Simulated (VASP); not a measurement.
# TiCdC4N4 (P-43m) in VASP: single point with PBE

Aim: the single point of TiCdC4N4 with PBE.

All numbers are computed with VASP 6.6.1; they aren't measurements. Logs are shortened: lines on timing, memory, paths and dates and some standing lists are left out, and cuts for length are marked.

### 1 The cell of the first run

The structure is cubic, space group P-43m (No. 215). The conventional cell has a = 6.361 Å, b = 6.361 Å, c = 6.361 Å, α = 90.00°, β = 90.00°, γ = 90.00°. Ti (site symmetry -43m) has 4 C at 2.15 Å within 2.8 Å. Within 2.9 Å of Cd (site symmetry -43m) lie 4 N at 2.19 Å. Within 1.6 Å of C (site symmetry 3m) lie 1 N at 1.17 Å. Within 1.6 Å of N (site symmetry 3m) lie 1 C at 1.17 Å.

### 2 Single point, PBE, collinear spin

The input, INCAR:

```
SYSTEM = TiCdC4N4
PREC     = Accurate       ! precision mode
ENCUT    = 520            ! plane-wave cutoff, eV
EDIFF    = 1E-6           ! SCF threshold, eV
ISMEAR   = 0              ! smearing method
SIGMA    = 0.02           ! smearing width, eV
LREAL    = .False.        ! projectors in reciprocal space
LASPH    = .True.         ! aspherical terms in the spheres
NELM     = 150            ! most SCF steps
ALGO     = Normal         ! electronic algorithm
ISIF     = 2              ! what is computed and relaxed
LWAVE    = .False.        ! write WAVECAR
LCHARG   = .False.        ! write CHGCAR
ISPIN    = 2              ! spin polarisation
MAGMOM   = 1.16 0 0 0 0 0 0 0 0 0 ! initial moments
LORBIT   = 11             ! projections on sites
LMAXMIX  = 4              ! l up to which the mixer works
GGA      = PE             ! functional
NBANDS   = 45             ! bands
```

The input, KPOINTS:

```
regular mesh
0
Gamma
  4 4 4
  0 0 0
```

The input, POSCAR:

```
TiCdC4N4
1.0
    6.3606972597      0.0000000000      0.0000000000
    0.0000000000      6.3606972597      0.0000000000
    0.0000000000      0.0000000000      6.3606972597
Ti Cd C N
1 1 4 4
Direct
    0.0000000000      0.0000000000      0.0000000000
    0.5000000000      0.5000000000      0.5000000000
    0.1953772302      0.1953772302      0.1953772302
    0.1953772302      0.8046227698      0.8046227698
    0.8046227698      0.1953772302      0.8046227698
    0.8046227698      0.8046227698      0.1953772302
    0.3016165849      0.3016165849      0.3016165849
    0.3016165849      0.6983834151      0.6983834151
    0.6983834151      0.3016165849      0.6983834151
    0.6983834151      0.6983834151      0.3016165849
```

Potentials or basis: VASP PAW PBE potentials, release 64 (Ti_sv, Cd, C, N).

Run with:

```console
> cat potpaw_PBE.64/Ti_sv/POTCAR potpaw_PBE.64/Cd/POTCAR potpaw_PBE.64/C/POTCAR potpaw_PBE.64/N/POTCAR > POTCAR
> mpirun -np 1 vasp_std > vasp.out
```

OUTCAR:

```text
SYSTEM = TiCdC4N4
   PREC = Accurate
   ENCUT = 520
   EDIFF = 1E-6
   ISMEAR = 0
   LREAL = .False.
   LASPH = .True.
   NELM = 150
   ISIF = 2
   ISPIN = 2
   LORBIT = 11
   GGA = PE

 ion  position               nearest neighbor table
   1  0.000  0.000  0.000-   3 2.15   4 2.15   5 2.15   6 2.15
   2  0.500  0.500  0.500-   7 2.19   8 2.19   9 2.19  10 2.19
   3  0.195  0.195  0.195-   7 1.17   1 2.15
   4  0.195  0.805  0.805-   8 1.17   1 2.15
   5  0.805  0.195  0.805-   9 1.17   1 2.15
   6  0.805  0.805  0.195-  10 1.17   1 2.15
   7  0.302  0.302  0.302-   3 1.17   2 2.19
   8  0.302  0.698  0.698-   4 1.17   2 2.19
   9  0.698  0.302  0.698-   5 1.17   2 2.19
  10  0.698  0.698  0.302-   6 1.17   2 2.19

  LATTYP: Found a simple cubic cell.
 ALAT       =     6.3606972597

  Lattice vectors:

 A1 = (   6.3606972597,   0.0000000000,   0.0000000000)
 A2 = (   0.0000000000,   6.3606972597,   0.0000000000)
 A3 = (   0.0000000000,   0.0000000000,   6.3606972597)

Analysis of symmetry for initial positions (statically):
=====================================================================
 Subroutine PRICEL returns:
 Original cell was already a primitive cell.

 Routine SETGRP: Setting up the symmetry group for a
 simple cubic supercell.

 Subroutine GETGRP returns: Found 24 space group operations
 (whereof 24 operations were pure point group operations)
 out of a pool of 48 trial point group operations.

The static configuration has the point symmetry T_d .

Analysis of symmetry for dynamics (positions and initial velocities):
=====================================================================
 Subroutine PRICEL returns:
 Original cell was already a primitive cell.

 Routine SETGRP: Setting up the symmetry group for a
 simple cubic supercell.

 Subroutine GETGRP returns: Found 24 space group operations
 (whereof 24 operations were pure point group operations)
 out of a pool of 48 trial point group operations.

The dynamic configuration has the point symmetry T_d .

Analysis of structural, dynamic, and magnetic symmetry:
=====================================================================
 Subroutine PRICEL returns:
 Original cell was already a primitive cell.

 Routine SETGRP: Setting up the symmetry group for a
 simple cubic supercell.

 Subroutine GETGRP returns: Found 24 space group operations
 (whereof 24 operations were pure point group operations)
 out of a pool of 48 trial point group operations.

The overall configuration has the point symmetry T_d .

 Subroutine INISYM returns: Found 24 space group operations
 (whereof 24 operations are pure point group operations),
 and found     1 'primitive' translations

----------------------------------------------------------------------------------------

                                     Primitive cell

  volume of cell :     257.3441

  direct lattice vectors                    reciprocal lattice vectors
     6.360697260  0.000000000  0.000000000     0.157215469  0.000000000  0.000000000
     0.000000000  6.360697260  0.000000000     0.000000000  0.157215469  0.000000000
     0.000000000  0.000000000  6.360697260     0.000000000  0.000000000  0.157215469

  length of vectors
     6.360697260  6.360697260  6.360697260     0.157215469  0.157215469  0.157215469

  position of ions in fractional coordinates (direct lattice)
     0.000000000  0.000000000  0.000000000
     0.500000000  0.500000000  0.500000000
     0.195377230  0.195377230  0.195377230
     0.195377230  0.804622770  0.804622770
     0.804622770  0.195377230  0.804622770
     0.804622770  0.804622770  0.195377230
     0.301616585  0.301616585  0.301616585
     0.301616585  0.698383415  0.698383415
     0.698383415  0.301616585  0.698383415
     0.698383415  0.698383415  0.301616585

  ion indices of the primitive-cell ions
   primitive index   ion index
                 1           1
                 2           2
                 3           3
                 4           4
                 5           5
                 6           6
                 7           7
                 8           8
                 9           9
                10          10

----------------------------------------------------------------------------------------

 KPOINTS: regular mesh

Automatic generation of k-mesh.
 Grid dimensions read from file:
 generate k-points for:    4    4    4

 Generating k-lattice:

  Cartesian coordinates                     Fractional coordinates (reciprocal lattice)
     0.039303867  0.000000000  0.000000000     0.250000000  0.000000000  0.000000000
     0.000000000  0.039303867  0.000000000     0.000000000  0.250000000  0.000000000
     0.000000000  0.000000000  0.039303867     0.000000000  0.000000000  0.250000000

  Length of vectors
     0.039303867  0.039303867  0.039303867

  Shift w.r.t. Gamma in fractional coordinates (k-lattice)
     0.000000000  0.000000000  0.000000000

 Subroutine IBZKPT returns following result:
 ===========================================

 Found     10 irreducible k-points:

 Following reciprocal coordinates:
            Coordinates               Weight
  0.000000  0.000000  0.000000      1.000000
  0.250000  0.000000  0.000000      6.000000
  0.500000  0.000000  0.000000      3.000000
  0.250000  0.250000  0.000000     12.000000
  0.500000  0.250000  0.000000     12.000000
  0.500000  0.500000  0.000000      3.000000
  0.250000  0.250000  0.250000      8.000000
  0.500000  0.250000  0.250000     12.000000
  0.500000  0.500000  0.250000      6.000000
  0.500000  0.500000  0.500000      1.000000
   k-points           NKPTS =     10   k-points in BZ     NKDIM =     10   number of bands    NBANDS=     45
   number of dos      NEDOS =    301   number of ions     NIONS =     10
   total plane-waves  NPLWV = 110592
   dimension x,y,z NGX =    48 NGY =   48 NGZ =   48
   dimension x,y,z NGXF=    96 NGYF=   96 NGZF=   96
   ions per type =               1   1   4   4
   NGX,Y,Z   is equivalent  to a cutoff of  12.55, 12.55, 12.55 a.u.
   NGXF,Y,Z  is equivalent  to a cutoff of  25.09, 25.09, 25.09 a.u.
 SYSTEM =  TiCdC4N4
   PREC   = accura    normal or accurate (medium, high low for compatibility)
   ISTART =      0    job   : 0-new  1-cont  2-samecut
   ICHARG =      2    charge: 1-file 2-atom 10-const
   ISPIN  =      2    spin polarized calculation?
   LNONCOLLINEAR =      F non collinear calculations
   LSORBIT =      F    spin-orbit coupling
   LASPH  =      T    aspherical Exc in radial PAW
   ENCUT  =  520.0 eV  38.22 Ry    6.18 a.u.  11.83 11.83 11.83*2*pi/ulx,y,z
   NELM   =    150;   NELMIN=  2; NELMDL= -5     # of ELM steps
   EDIFF  = 0.1E-05   stopping-criterion for ELM
   LREAL  =      F    real-space projection
   EDIFFG = 0.1E-04   stopping-criterion for IOM
   NSW    =      0    number of steps for IOM
   IBRION =     -1    ionic relax: 0-MD 1-quasi-New 2-CG
   NFREE  =      0    steps in history (QN), initial steepest desc. (CG)
   ISIF   =      2    stress and relaxation
   ISYM   =      2    0-nonsym 1-usesym 2-fastsym
   POTIM  = 0.5000    time-step for ionic-motion
   TEBEG  =    0.0;   TEEND  =   0.0 temperature during run
   PSTRESS=    0.0 pullay stress
   NELECT =      60.0000    total number of electrons
   NUPDOWN=      -1.0000    fix difference up-down
   EMIN   =  10.00;   EMAX   =-10.00  energy-range for DOS
   EFERMI =   0.00;   METHOD = LEGACY
   ISMEAR =     0;   SIGMA  =   0.02  broadening in eV -4-tet -1-fermi 0-gaus
   EFERMI_NEDOS =   21; number of points for ismear=-14 and -15
   IALGO  =     38    algorithm
   IMIX   =      4    mixing-type and parameters
     AMIX     =   0.40;   BMIX     =  1.00
     AMIX_MAG =   1.60;   BMIX_MAG =  1.00
  volume/ion in A,a.u.               =      25.73       173.66
  Fermi-wavevector in a.u.,A,eV,Ry     =   1.007598  1.904084 13.813359  1.015253
  Thomas-Fermi vector in A             =   2.140413
   LORBIT       =     11    0 simple, 1 ext, 2 COOP (PROOUT), +10 PAW based schemes
   GGA     = PE    functional components
   LHFCALC =     F    Hartree Fock is set to
   AEXX    =    0.0000 exact exchange contribution
   IVDW    =     0    specifies the selected vdW correction
   LEPSILON=     F    determine dielectric tensor
   LRPA    =     F    only Hartree local field effects (RPA)
 spin polarized calculation
 Gauss-broadening in eV      SIGMA  =   0.02
  energy-cutoff  :      520.00
  volume of cell :      257.34
 maximum number of plane-waves:      6968
 NGX is ok and might be reduce to    48
   NGX = 23   NGY = 23   NGZ = 23

 number of electron      59.9999990 magnetization       1.9999772

 Free energy of the ion-electron system (eV)
  ---------------------------------------------------
  ext. energy  EPLUGINS =         0.00000000
  ---------------------------------------------------
  free energy    TOTEN  =       -75.74390519 eV

  energy without entropy =      -75.74390519  energy(sigma->0) =      -75.74390519

 E-fermi :  -0.4118     XC(G=0):  -6.4464

 val. band max:       -0.6011758649   @ k =   0.5000   0.0000   0.0000
 cond. band min:       0.3101770120   @ k =   0.0000   0.0000   0.0000
 fundamental gap:      0.9113528769
 Fermi energy:        -0.4117909169

 spin component 1

 k-point     1 :       0.0000    0.0000    0.0000
  band No.  band energies     occupation
      1     -57.8205      1.00000
      2     -34.1206      1.00000
      3     -34.1206      1.00000
      4     -34.1205      1.00000
      5     -19.1124      1.00000
      6     -19.0565      1.00000
[... 439 lines left out ...]
     41       3.6342      0.00000
     42       3.8102      0.00000
 Fermi energy:        -0.4117909169

 spin component 2

 k-point     1 :       0.0000    0.0000    0.0000
  band No.  band energies     occupation
      1     -56.5793      1.00000
      2     -32.8758      1.00000
      3     -32.8757      1.00000
      4     -32.8757      1.00000
      5     -19.0586      1.00000
      6     -19.0034      1.00000
[... 439 lines left out ...]
     41       3.8995      0.00000
     42       4.5300      0.00000
 [bands above 42 left out]

------------------------ aborting loop because EDIFF is reached ----------------------------------------

  FORCE on cell =-STRESS in cart. coord.  units (eV):
  Direction    XX          YY          ZZ          XY          YZ          ZX
  --------------------------------------------------------------------------------------
  -------------------------------------------------------------------------------------
  Total        0.7075354      0.7075354      0.7075354      0.0000000     -0.0000000      0.0000000
  in kB        4.4049863      4.4049863      4.4049863      0.0000000     -0.0000000      0.0000000
  external PRESSURE =       4.4049863 kB  Pullay stress =       0.0000000 kB

 VOLUME and BASIS-vectors are now :
 -----------------------------------------------------------------------------
  energy-cutoff  :      520.00
  volume of cell :      257.34
      direct lattice vectors                 reciprocal lattice vectors
     6.360697260  0.000000000  0.000000000     0.157215469  0.000000000  0.000000000
     0.000000000  6.360697260  0.000000000     0.000000000  0.157215469  0.000000000
     0.000000000  0.000000000  6.360697260     0.000000000  0.000000000  0.157215469

 POSITION                                       TOTAL-FORCE (eV/Angst)
 -----------------------------------------------------------------------------------
      0.00000      0.00000      0.00000         0.000000     -0.000000     -0.000000
      3.18035      3.18035      3.18035         0.000000     -0.000000     -0.000000
      1.24274      1.24274      1.24274        -0.217131     -0.217131     -0.217131
      1.24274      5.11796      5.11796        -0.217131      0.217131      0.217131
      5.11796      1.24274      5.11796         0.217131     -0.217131      0.217131
      5.11796      5.11796      1.24274         0.217131      0.217131     -0.217131
      1.91849      1.91849      1.91849         0.179255      0.179255      0.179255
      1.91849      4.44221      4.44221         0.179255     -0.179255     -0.179255
      4.44221      1.91849      4.44221        -0.179255      0.179255     -0.179255
      4.44221      4.44221      1.91849        -0.179255     -0.179255      0.179255
 -----------------------------------------------------------------------------------
    total drift:                               -0.000000     -0.000000      0.000000

  FREE ENERGIE OF THE ION-ELECTRON SYSTEM (eV)
  ---------------------------------------------------
  free  energy   TOTEN  =       -75.7439051944 eV

  energy  without entropy=      -75.7439051944  energy(sigma->0) =      -75.74390519

 total charge

# of ion       s       p       d       tot
------------------------------------------
    1        2.181   6.115   1.948  10.243
    2        0.320   0.323   9.612  10.256
    3        0.968   1.624   0.000   2.591
    4        0.968   1.624   0.000   2.591
    5        0.968   1.624   0.000   2.591
    6        0.968   1.624   0.000   2.591
    7        1.299   2.579   0.000   3.879
    8        1.299   2.579   0.000   3.879
    9        1.299   2.579   0.000   3.879
   10        1.299   2.579   0.000   3.879
--------------------------------------------------
tot         11.569  23.249  11.560  46.379

 magnetization (x)

# of ion       s       p       d       tot
------------------------------------------
    1        0.011   0.008   1.306   1.325
    2       -0.002  -0.001   0.005   0.002
    3       -0.006  -0.009   0.000  -0.015
    4       -0.006  -0.009   0.000  -0.015
    5       -0.006  -0.009   0.000  -0.015
    6       -0.006  -0.009   0.000  -0.015
    7        0.001   0.053   0.000   0.054
    8        0.001   0.053   0.000   0.054
    9        0.001   0.053   0.000   0.054
   10        0.001   0.053   0.000   0.054
--------------------------------------------------
tot         -0.011   0.183   1.311   1.483
```

It took 4.8 min on 1 thread of Intel Xeon Platinum 8259CL at 2.50GHz (Skylake/Cascade Lake), shared host; peak memory 0.5 GiB.

Results:

| Property | Result |
| --- | --- |
| Free energy | -75.7439 eV |
| Pressure | 0.4 GPa |
| Largest force | 0.376 eV/Å |
| Band gap on the k mesh | 0.91 eV (least direct gap 0.94 eV) |
| Net moment | 2.00 μB per cell |
| Site moments | Ti +1.32; Cd +0.00; C -0.01; N +0.05 μB |
| Valence electrons inside the program's atomic spheres | Ti 10.24; Cd 10.26; C 2.59; N 3.88 |

Forces on the atoms (eV/Å):
```
Ti   0.000  0.000  0.000
Cd   0.000  0.000  0.000
C   -0.217 -0.217 -0.217
C   -0.217  0.217  0.217
C    0.217 -0.217  0.217
C    0.217  0.217 -0.217
N    0.179  0.179  0.179
N    0.179 -0.179 -0.179
N   -0.179  0.179 -0.179
N   -0.179 -0.179  0.179
```
